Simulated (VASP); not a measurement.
The system is CdS.

```xyz
2
Lattice="0.0000 2.9165 2.9165 2.9165 0.0000 2.9165 2.9165 2.9165 0.0000" Properties=species:S:1:pos:R:3 pbc="T T T"
Cd    0.0000    0.0000    0.0000
S     4.3748    4.3748    4.3748
```

| Item | Value |
| --- | --- |
| Program | VASP 6.6.1 |
| Task | relaxation of cell and atoms |
| Functional | BLYP |
| Dispersion | D4 |
| Potentials or basis | VASP PAW PBE potentials, release 64 (Cd, S) |
| Cutoff | 600 eV |
| k mesh | 8 × 8 × 8 |
| Occupations | fermi-dirac, width 0.05 eV |
| Spin | no spin polarisation |

At the start: pressure 2.1 GPa; volume 24.81 Å³/atom.

Q: How do energy, volume and symmetry change on relaxing?

A: Over 3 steps the energy falls by 5.5 meV/atom and the volume is 25.68 Å³/atom (+3.5 %); space group F-43m (No. 216, to 0.1 Å) before and after.

The path:
| step | energy change (eV) | largest force (eV/Å) | pressure (GPa) | volume (Å³) |
| --- | --- | --- | --- | --- |
| 1 | 0.0000 | 0.0000 | 2.10 | 49.62 |
| 2 | -0.0097 | 0.0000 | -0.67 | 51.98 |
| 3 | -0.0110 | 0.0000 | 0.01 | 51.35 |

Final structure:
```xyz
2
Lattice="0.0000 2.9501 2.9501 2.9501 0.0000 2.9501 2.9501 2.9501 0.0000" Properties=species:S:1:pos:R:3 pbc="T T T"
Cd    0.0000    0.0000    0.0000
S     4.4252    4.4252    4.4252
```

Caveat: the PAW data sets were made with another functional, which shifts forces and pressure a little.
